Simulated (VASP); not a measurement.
# SbSe2 (F-43m) in VASP: further runs

Runs on SbSe2. Level: PBE. Tasks: single point.

Everything below comes from runs of VASP 6.6.1. Logs are shortened: lines on timing, memory, paths and dates and some standing lists are left out, and cuts for length are marked.

## Step 1: The cell of the first run

The structure is cubic, space group F-43m (No. 216). Conventional cell: a = 6.851 Å, b = 6.851 Å, c = 6.851 Å, α = 90.00°, β = 90.00°, γ = 90.00°. Sb (site symmetry -43m) has 10 Se at 2.97 to 3.43 Å within 3.9 Å. Within 3.9 Å of Se (site symmetry -43m) lie 4 Se at 2.97 Å and 6 Sb at 3.43 Å. Within 3.9 Å of Se (site symmetry -43m) lie 4 Sb at 2.97 Å and 4 Se at 2.97 Å.

## Step 2: Single point, PBE

The input, INCAR:

```
SYSTEM = SbSe2
PREC     = Accurate       ! precision mode
ENCUT    = 520            ! plane-wave cutoff, eV
EDIFF    = 1E-6           ! SCF threshold, eV
ISMEAR   = 0              ! smearing method
SIGMA    = 0.1            ! smearing width, eV
LREAL    = .FALSE.        ! projectors in reciprocal space
LASPH    = .TRUE.         ! aspherical terms in the spheres
NELM     = 60             ! most SCF steps
ALGO     = Normal         ! electronic algorithm
ISIF     = 2              ! what is computed and relaxed
LWAVE    = .FALSE.        ! write WAVECAR
LCHARG   = .FALSE.        ! write CHGCAR
GGA      = PE             ! functional
NBANDS   = 16             ! bands
```

The input, KPOINTS:

```
Automatic mesh
0
G
  4 4 4
  0 0 0
```

The input, POSCAR:

```
SbSe2
1.0
    0.0000000000      3.4256717572      3.4256717572
    3.4256717572      0.0000000000      3.4256717572
    3.4256717572      3.4256717572      0.0000000000
Sb Se
1 2
Direct
    0.5000000000      0.5000000000      0.5000000000
    0.0000000000      0.0000000000      0.0000000000
    0.7500000000      0.7500000000      0.7500000000
```

Potentials or basis: VASP PAW PBE potentials, release 64 (Sb, Se).

Launch:

```bash
$ cat potpaw_PBE.64/Sb/POTCAR potpaw_PBE.64/Se/POTCAR > POTCAR
$ mpirun -np 1 vasp_std > vasp.out
```

OUTCAR:

```text
SYSTEM = SbSe2
   PREC = Accurate
   ENCUT = 520
   EDIFF = 1E-6
   ISMEAR = 0
   LREAL = .FALSE.
   LASPH = .TRUE.
   NELM = 60
   ISIF = 2
   GGA = PE

 ion  position               nearest neighbor table
   1  0.500  0.500  0.500-   3 2.97   3 2.97   3 2.97   3 2.97
   2  0.000  0.000  0.000-
   3  0.750  0.750  0.750-   1 2.97   1 2.97   1 2.97   1 2.97

  LATTYP: Found a face centered cubic cell.
 ALAT       =     6.8513435144

  Lattice vectors:

 A1 = (   0.0000000000,   3.4256717572,   3.4256717572)
 A2 = (   3.4256717572,   0.0000000000,   3.4256717572)
 A3 = (   3.4256717572,   3.4256717572,   0.0000000000)

Analysis of symmetry for initial positions (statically):
=====================================================================
 Subroutine PRICEL returns:
 Original cell was already a primitive cell.

 Routine SETGRP: Setting up the symmetry group for a
 face centered cubic supercell.

 Subroutine GETGRP returns: Found 24 space group operations
 (whereof 24 operations were pure point group operations)
 out of a pool of 48 trial point group operations.

The static configuration has the point symmetry T_d .

Analysis of symmetry for dynamics (positions and initial velocities):
=====================================================================
 Subroutine PRICEL returns:
 Original cell was already a primitive cell.

 Routine SETGRP: Setting up the symmetry group for a
 face centered cubic supercell.

 Subroutine GETGRP returns: Found 24 space group operations
 (whereof 24 operations were pure point group operations)
 out of a pool of 48 trial point group operations.

The dynamic configuration has the point symmetry T_d .

 Subroutine INISYM returns: Found 24 space group operations
 (whereof 24 operations are pure point group operations),
 and found     1 'primitive' translations

----------------------------------------------------------------------------------------

                                     Primitive cell

  volume of cell :      80.4021

  direct lattice vectors                    reciprocal lattice vectors
     0.000000000  3.425671757  3.425671757    -0.145956774  0.145956774  0.145956774
     3.425671757  0.000000000  3.425671757     0.145956774 -0.145956774  0.145956774
     3.425671757  3.425671757  0.000000000     0.145956774  0.145956774 -0.145956774

  length of vectors
     4.844631459  4.844631459  4.844631459     0.252804549  0.252804549  0.252804549

  position of ions in fractional coordinates (direct lattice)
     0.500000000  0.500000000  0.500000000
     0.000000000  0.000000000  0.000000000
     0.750000000  0.750000000  0.750000000

  ion indices of the primitive-cell ions
   primitive index   ion index
                 1           1
                 2           2
                 3           3

----------------------------------------------------------------------------------------

 KPOINTS: Automatic mesh

Automatic generation of k-mesh.
 Grid dimensions read from file:
 generate k-points for:    4    4    4

 Generating k-lattice:

  Cartesian coordinates                     Fractional coordinates (reciprocal lattice)
    -0.036489194  0.036489194  0.036489194     0.250000000  0.000000000  0.000000000
     0.036489194 -0.036489194  0.036489194     0.000000000  0.250000000  0.000000000
     0.036489194  0.036489194 -0.036489194     0.000000000  0.000000000  0.250000000

  Length of vectors
     0.063201137  0.063201137  0.063201137

  Shift w.r.t. Gamma in fractional coordinates (k-lattice)
     0.000000000  0.000000000  0.000000000

 Subroutine IBZKPT returns following result:
 ===========================================

 Found      8 irreducible k-points:

 Following reciprocal coordinates:
            Coordinates               Weight
  0.000000  0.000000  0.000000      1.000000
  0.250000  0.000000  0.000000      8.000000
  0.500000  0.000000  0.000000      4.000000
  0.250000  0.250000  0.000000      6.000000
  0.500000  0.250000  0.000000     24.000000
 -0.250000  0.250000  0.000000     12.000000
  0.500000  0.500000  0.000000      3.000000
 -0.250000  0.500000  0.250000      6.000000
   k-points           NKPTS =      8   k-points in BZ     NKDIM =      8   number of bands    NBANDS=     16
   number of dos      NEDOS =    301   number of ions     NIONS =      3
   total plane-waves  NPLWV =  46656
   dimension x,y,z NGX =    36 NGY =   36 NGZ =   36
   dimension x,y,z NGXF=    72 NGYF=   72 NGZF=   72
   ions per type =               1   2
   NGX,Y,Z   is equivalent  to a cutoff of  12.35, 12.35, 12.35 a.u.
   NGXF,Y,Z  is equivalent  to a cutoff of  24.71, 24.71, 24.71 a.u.
 SYSTEM =  SbSe2
   PREC   = accura    normal or accurate (medium, high low for compatibility)
   ISTART =      0    job   : 0-new  1-cont  2-samecut
   ICHARG =      2    charge: 1-file 2-atom 10-const
   ISPIN  =      1    spin polarized calculation?
   LNONCOLLINEAR =      F non collinear calculations
   LSORBIT =      F    spin-orbit coupling
   LASPH  =      T    aspherical Exc in radial PAW
   ENCUT  =  520.0 eV  38.22 Ry    6.18 a.u.   9.01  9.01  9.01*2*pi/ulx,y,z
   NELM   =     60;   NELMIN=  2; NELMDL= -5     # of ELM steps
   EDIFF  = 0.1E-05   stopping-criterion for ELM
   LREAL  =      F    real-space projection
   EDIFFG = 0.1E-04   stopping-criterion for IOM
   NSW    =      0    number of steps for IOM
   IBRION =     -1    ionic relax: 0-MD 1-quasi-New 2-CG
   NFREE  =      0    steps in history (QN), initial steepest desc. (CG)
   ISIF   =      2    stress and relaxation
   ISYM   =      2    0-nonsym 1-usesym 2-fastsym
   POTIM  = 0.5000    time-step for ionic-motion
   TEBEG  =    0.0;   TEEND  =   0.0 temperature during run
   PSTRESS=    0.0 pullay stress
   NELECT =      17.0000    total number of electrons
   NUPDOWN=      -1.0000    fix difference up-down
   EMIN   =  10.00;   EMAX   =-10.00  energy-range for DOS
   EFERMI =   0.00;   METHOD = LEGACY
   ISMEAR =     0;   SIGMA  =   0.10  broadening in eV -4-tet -1-fermi 0-gaus
   EFERMI_NEDOS =   21; number of points for ismear=-14 and -15
   IALGO  =     38    algorithm
   IMIX   =      4    mixing-type and parameters
     AMIX     =   0.40;   BMIX     =  1.00
     AMIX_MAG =   1.60;   BMIX_MAG =  1.00
  volume/ion in A,a.u.               =      26.80       180.86
  Fermi-wavevector in a.u.,A,eV,Ry     =   0.975294  1.843038 12.941830  0.951198
  Thomas-Fermi vector in A             =   2.105822
   LORBIT       =      0    0 simple, 1 ext, 2 COOP (PROOUT), +10 PAW based schemes
   GGA     = PE    functional components
   LHFCALC =     F    Hartree Fock is set to
   AEXX    =    0.0000 exact exchange contribution
   IVDW    =     0    specifies the selected vdW correction
   LEPSILON=     F    determine dielectric tensor
   LRPA    =     F    only Hartree local field effects (RPA)
 non-spin polarized calculation
 Gauss-broadening in eV      SIGMA  =   0.10
  energy-cutoff  :      520.00
  volume of cell :       80.40
 maximum number of plane-waves:      2200
   NGX = 17   NGY = 17   NGZ = 17

 number of electron      17.0000003 magnetization

 Free energy of the ion-electron system (eV)
  ---------------------------------------------------
  ext. energy  EPLUGINS =         0.00000000
  ---------------------------------------------------
  free energy    TOTEN  =        -9.91913252 eV

  energy without entropy =       -9.89071779  energy(sigma->0) =       -9.90492515

 E-fermi :   5.1230     XC(G=0):  -9.4390

 val. band max:        5.0177560560   @ k =  -0.2500   0.5000   0.2500
 cond. band min:       5.1529025632   @ k =   0.5000   0.2500   0.0000
 fundamental gap:      0.1351465072
 Fermi energy:         5.1229635081

 k-point     1 :       0.0000    0.0000    0.0000
  band No.  band energies     occupation
      1     -10.0373      2.00000
      2      -6.1115      2.00000
      3      -2.7361      2.00000
      4       1.4234      2.00000
      5       1.4234      2.00000
      6       1.4234      2.00000
[... 8 lines left out ...]
     15      11.0814      0.00000
     16      14.8413      0.00000

 k-point     2 :       0.2500    0.0000    0.0000
  band No.  band energies     occupation
      1      -9.6702      2.00000
      2      -6.5922      2.00000
      3      -3.5333      2.00000
      4       0.8290      2.00000
      5       0.8290      2.00000
      6       1.2573      2.00000
[... 8 lines left out ...]
     15      11.7254      0.00000
     16      13.9884      0.00000

 k-point     3 :       0.5000    0.0000    0.0000
  band No.  band energies     occupation
      1      -9.1058      2.00000
      2      -7.2822      2.00000
      3      -4.1953      2.00000
      4       0.5301      2.00000
      5       0.5301      2.00000
      6       2.0299      2.00000
[... 8 lines left out ...]
     15      11.6969      0.00000
     16      14.8032      0.00000

 k-point     4 :       0.2500    0.2500    0.0000
  band No.  band energies     occupation
      1      -9.5375      2.00000
      2      -6.7267      2.00000
      3      -3.6404      2.00000
      4       0.0721      2.00000
      5       0.0721      2.00000
      6       1.9004      2.00000
[... 8 lines left out ...]
     15      11.9813      0.00000
     16      13.4724      0.00000

 k-point     5 :       0.5000    0.2500    0.0000
  band No.  band energies     occupation
      1      -8.9184      2.00000
      2      -7.3833      2.00000
      3      -4.4195      2.00000
      4      -0.1337      2.00000
      5       0.1391      2.00000
      6       2.0045      2.00000
[... 8 lines left out ...]
     15      13.1928      0.00000
     16      13.8357      0.00000

 k-point     6 :      -0.2500    0.2500    0.0000
  band No.  band energies     occupation
      1      -9.1579      2.00000
      2      -7.1356      2.00000
      3      -4.2927      2.00000
      4       0.4340      2.00000
      5       0.4436      2.00000
      6       1.4083      2.00000
[... 8 lines left out ...]
     15      13.1091      0.00000
     16      14.2608      0.00000

 k-point     7 :       0.5000    0.5000    0.0000
  band No.  band energies     occupation
      1      -8.5921      2.00000
      2      -7.7253      2.00000
      3      -4.3559      2.00000
      4      -0.5604      2.00000
      5      -0.5604      2.00000
      6       1.7430      2.00000
[... 8 lines left out ...]
     15      13.1681      0.00000
     16      13.4668      0.00000

 k-point     8 :      -0.2500    0.5000    0.2500
  band No.  band energies     occupation
      1      -8.5885      2.00000
      2      -7.6716      2.00000
      3      -4.6852      2.00000
      4      -0.8203      2.00000
      5       1.2666      2.00000
      6       1.7117      2.00000
[... 8 lines left out ...]
     15      12.6908      0.00000
     16      13.7262      0.00000

------------------------ aborting loop because EDIFF is reached ----------------------------------------

  FORCE on cell =-STRESS in cart. coord.  units (eV):
  Direction    XX          YY          ZZ          XY          YZ          ZX
  --------------------------------------------------------------------------------------
  -------------------------------------------------------------------------------------
  Total       -0.0667079     -0.0667079     -0.0667079      0.0000000      0.0000000     -0.0000000
  in kB       -1.3292927     -1.3292927     -1.3292927      0.0000000      0.0000000     -0.0000000
  external PRESSURE =      -1.3292927 kB  Pullay stress =       0.0000000 kB

 VOLUME and BASIS-vectors are now :
 -----------------------------------------------------------------------------
  energy-cutoff  :      520.00
  volume of cell :       80.40
      direct lattice vectors                 reciprocal lattice vectors
     0.000000000  3.425671757  3.425671757    -0.145956774  0.145956774  0.145956774
     3.425671757  0.000000000  3.425671757     0.145956774 -0.145956774  0.145956774
     3.425671757  3.425671757  0.000000000     0.145956774  0.145956774 -0.145956774

 POSITION                                       TOTAL-FORCE (eV/Angst)
 -----------------------------------------------------------------------------------
      3.42567      3.42567      3.42567         0.000000      0.000000      0.000000
      0.00000      0.00000      0.00000         0.000000      0.000000      0.000000
      5.13851      5.13851      5.13851        -0.000000     -0.000000     -0.000000
 -----------------------------------------------------------------------------------
    total drift:                                0.000000      0.000000      0.000000

  FREE ENERGIE OF THE ION-ELECTRON SYSTEM (eV)
  ---------------------------------------------------
  free  energy   TOTEN  =        -9.9191325186 eV

  energy  without entropy=       -9.8907177900  energy(sigma->0) =       -9.90492515
```

Run time: 7.1 s. Hardware: 1 thread of Intel Xeon 6975P-C (Granite Rapids), shared host; peak memory 0.2 GiB.

Results:

```
Free energy : -9.9191 eV
Pressure    : -0.1 GPa
```

Caveat: the k points lie up to 0.40 Å⁻¹ apart; spin-orbit coupling is left out, which moves the levels of the heavy elements.

## Step 3: Single point, PBE

This run uses another cell than the first one, of 32.22 Å³/atom, 1.202 times its volume.

The input, INCAR:

```
SYSTEM = SbSe2
  ALGO = Normal
  EDIFF = 1E-7
  ENCUT = 520
  GGA = PE
  ISIF = 2
  ISMEAR = 0
  LASPH = .True.
  LCHARG = .True.
  LELF = .True.
  LREAL = .False.
  LVHAR = .True.
  LWAVE = .False.
  NBANDS = 16
  NELM = 80
  PREC = Accurate
  SIGMA = 0.1
```

The input, KPOINTS:

```
k-points
0
Gamma
  4 4 4
  0 0 0
```

The input, POSCAR:

```
SbSe2
1.0
    0.0000000000      3.6425272200      3.6425272200
    3.6425272200      0.0000000000      3.6425272200
    3.6425272200      3.6425272200      0.0000000000
Sb Se
1 2
Direct
    0.5000000000      0.5000000000      0.5000000000
    0.0000000000      0.0000000000      0.0000000000
    0.7500000000      0.7500000000      0.7500000000
```

Potentials or basis: VASP PAW PBE potentials, release 64 (Sb, Se).

Launch:

```bash
$ cat potpaw_PBE.64/Sb/POTCAR potpaw_PBE.64/Se/POTCAR > POTCAR
$ mpirun -np 1 vasp_std > vasp.out
```

Wall time 10 s (1 thread of Intel Xeon 6975P-C (Granite Rapids), shared host); peak memory 0.23 GiB.

It converged, with:

```
Free energy : -9.5389 eV
Pressure    : -6.3 GPa
```

Levels at points of the mesh, in eV from the Fermi level:
| k point | band 4 | band 5 | band 6 | band 7 | band 8 | band 9 | band 10 | band 11 | band 12 | band 13 |
| --- | --- | --- | --- | --- | --- | --- | --- | --- | --- | --- |
| (0.00, 0.00, 0.00) | -2.92 | -2.92 | -2.92 | -2.18 | -2.18 | -2.18 | 1.34 | 1.34 | 1.34 | 5.39 |
| (0.50, 0.00, 0.00) | -3.64 | -3.64 | -2.79 | -1.46 | -1.46 | -0.56 | 1.29 | 1.40 | 1.40 | 6.48 |
| (0.50, 0.50, 0.00) | -4.52 | -4.52 | -2.67 | -1.14 | 0.30 | 0.30 | 1.48 | 1.75 | 1.75 | 5.06 |

Caveat: the k points lie up to 0.37 Å⁻¹ apart; spin-orbit coupling is left out, which moves the levels of the heavy elements.
